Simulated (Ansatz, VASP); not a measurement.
Two plane-wave programs on Si4Ru

```
Si Ru
1.0
     3.00040    0.00000    0.00000
     0.00000    3.00040    0.00000
     0.00000    0.00000    8.18168
Si Ru
4 1
Direct
  0.00000 0.00000 0.84981
  0.00000 0.00000 0.15019
  0.50000 0.50000 0.31942
  0.50000 0.50000 0.68058
  0.00000 0.00000 0.50000
```

Alike in both runs: functional PBE; k mesh 4 × 4 × 3; occupations gaussian, width 0.2 eV; no spin polarisation.

Ansatz relaxed the structure, and its values are those at the end. VASP's run is a single point on that final structure, the one shown.

```csv
,VASP,Ansatz
version,VASP 6.6.1,Ansatz 0.2.0
potentials or method,"VASP PAW PBE potentials, release 64 (Si, Ru_pv), cutoff 500 eV","scalar-relativistic, plane waves, PAW"
valence electrons in the cell,30,32
```

Ansatz gave:

- gap on the k mesh at the Fermi level (eV): none
- pressure (GPa): 0.1
- rms of the force components (eV/Å): 0.024

Q: Which values does VASP return?

A: gap on the k mesh at the Fermi level (eV): none; pressure (GPa): 0.1; rms of the force components (eV/Å): 0.025.

A gap of «none» marks a metal or a gap that the smearing closes. With one functional, cell and mesh, what is left measures potentials, basis and numerics. VASP's potentials hold 30 valence electrons a cell and Ansatz's 32, so a difference there can come from the potentials and not from the codes.

The k mesh is coarse, so the values compare programs but aren't converged.
